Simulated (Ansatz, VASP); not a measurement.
InSb: VASP beside Ansatz

INCAR

```
  PREC = Accurate
  ENCUT = 520
  EDIFF = 1E-6
  ISMEAR = -1
  SIGMA = 0.05
  LREAL = F
  LASPH = T
  NELM = 60
  ALGO = Normal
  ISIF = 2
  LWAVE = F
  LCHARG = F
  GGA = PE
  NBANDS = 16
```

Contents of KPOINTS:

```
regular mesh
0
Gamma
  11 11 11
```

File POSCAR:

```
InSb
1.0
    0.0000000000      3.0122404829      3.0122404829
    3.0122404829      0.0000000000      3.0122404829
    3.0122404829      3.0122404829      0.0000000000
In Sb
1 1
Direct
    0.0000000000      0.0000000000      0.0000000000
    0.5000000000      0.5000000000      0.5000000000
```

Input for Ansatz:

```yaml
crystal:
  lattice:
    - [0.0, 3.0122404829, 3.0122404829]
    - [3.0122404829, 0.0, 3.0122404829]
    - [3.0122404829, 3.0122404829, 0.0]
  atoms:
    - { symbol: In, position: [0.0, 0.0, 0.0] }
    - { symbol: Sb, position: [0.5, 0.5, 0.5] }
kpoints:
  mp_grid: { grid: [11, 11, 11] }
scf:
  occupations: { method: fermi_dirac, width: 0.05 }
hamiltonian:
  xc: pbe
  pseudopotentials: { kind: nc }
output:
  forces: true
  stress: true
  eigenvalues: true
```

Change from the starting cell: volume scaled by 0.94, norm-conserving files.

Alike in both runs: task single point; functional PBE; k mesh 11 × 11 × 11; occupations fermi-dirac, width 0.05 eV; no spin polarisation.

|  | VASP | Ansatz |
| --- | --- | --- |
| version | VASP 6.6.1 | Ansatz 0.2.0 |
| potentials or method | VASP PAW PBE potentials, release 64 (In_d, Sb) | norm-conserving pseudopotentials, scalar-relativistic |
| plane-wave cutoff (eV) | 520 | 1088 |
| valence electrons in the cell | 18 | 28 |

```tsv
	VASP	Ansatz	Ansatz less VASP
pressure (GPa)	3.4	3.4	+0.06
```

VASP's potentials hold 18 valence electrons a cell and Ansatz's 28, so a difference there can come from the potentials and not from the codes.

Spin-orbit coupling is off throughout.
